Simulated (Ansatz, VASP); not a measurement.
# Two plane-wave programs on GeSe

POSCAR

```
GeSe
1.0
   11.2394027221      0.0000000000      0.0000000000
    0.0000000000      3.7939968499      0.0000000000
    0.0000000000      0.0000000000      4.6669184270
Ge Se
4 4
Direct
    0.1289467936      0.2500000000      0.1190284543
    0.8710532064      0.7500000000      0.8809715457
    0.3710532064      0.7500000000      0.6190284543
    0.6289467936      0.2500000000      0.3809715457
    0.8494392723      0.2500000000      0.5163376688
    0.1505607277      0.7500000000      0.4836623312
    0.6505607277      0.7500000000      0.0163376688
    0.3494392723      0.2500000000      0.9836623312
```

INCAR.step1

```
SYSTEM = GeSe
PREC = Accurate
ENCUT = 550
ISMEAR = 0
SIGMA = 0.01
LREAL = .False.
LASPH = .True.
NELM = 120
NBANDS = 50
GGA = PE
ALGO = Normal
EDIFF = 1E-5
LWAVE = .True.
LCHARG = .False.
GGA_COMPAT = .False.
```

Contents of INCAR.step2:

```
SYSTEM = GeSe
PREC = Accurate
ENCUT = 550
EDIFF = 1E-6
ISMEAR = 0
SIGMA = 0.01
LREAL = .False.
LASPH = .True.
NELM = 120
ALGO = Normal
ISIF = 2
LWAVE = .False.
LCHARG = .False.
METAGGA = R2SCAN
LMIXTAU = .True.
NBANDS = 50
ISTART = 1
GGA_COMPAT = .False.
```

File KPOINTS:

```
Automatic mesh
0
Gamma
  2 6 6
  0 0 0
```

Input for Ansatz:

```yaml
crystal:
  lattice:
    - [11.2394027221, 0.0, 0.0]
    - [0.0, 3.7939968499, 0.0]
    - [0.0, 0.0, 4.666918427]
  atoms:
    - { symbol: Ge, position: [0.1289467936, 0.25, 0.1190284543] }
    - { symbol: Ge, position: [0.8710532064, 0.75, 0.8809715457] }
    - { symbol: Ge, position: [0.3710532064, 0.75, 0.6190284543] }
    - { symbol: Ge, position: [0.6289467936, 0.25, 0.3809715457] }
    - { symbol: Se, position: [0.8494392723, 0.25, 0.5163376688] }
    - { symbol: Se, position: [0.1505607277, 0.75, 0.4836623312] }
    - { symbol: Se, position: [0.6505607277, 0.75, 0.0163376688] }
    - { symbol: Se, position: [0.3494392723, 0.25, 0.9836623312] }
kpoints:
  mp_grid: { grid: [2, 6, 6] }
  band_path:
    path:
      - [0.0, 0.0, 0.0]
      - [0.5, 0.0, 0.0]
      - [0.5, 0.5, 0.0]
      - [0.0, 0.5, 0.0]
      - [0.0, 0.0, 0.5]
      - [0.5, 0.0, 0.5]
      - [0.5, 0.5, 0.5]
      - [0.0, 0.5, 0.5]
      - [0.0, 0.440104, 0.15625]
    npoints: 1
hamiltonian:
  xc: r2scan
scf:
  occupations: { method: fixed }
  n_extra_bands: 6
output:
  forces: true
  stress: true
  eigenvalues: true
```

Alike in both runs: task single point; functional r2SCAN; k mesh 2 × 6 × 6; no spin polarisation.

|  | VASP | Ansatz |
| --- | --- | --- |
| version | VASP 6.6.1 | Ansatz 0.2.0 |
| potentials or method | VASP PAW PBE potentials, release 64 (Ge_d, Se) | plane waves, PAW |
| plane-wave cutoff (eV) | 550 | 500 |
| occupations | gaussian, width 0.01 eV | fixed |
| valence electrons in the cell | 80 | 120 |

```tsv
	VASP	Ansatz	Ansatz less VASP
gap on the k mesh at the Fermi level (eV)	1.11	1.11	+0.003
pressure (GPa)	0.0	0.0	-0.02
rms of the force components (eV/Å)	0.007	0.000	-0.0064
```

VASP's potentials were made for PBE, not for r2SCAN. Atom by atom the forces differ by 0.007 eV/Å (rms over components). VASP's potentials hold 80 valence electrons a cell and Ansatz's 120, so a difference there can come from the potentials and not from the codes.
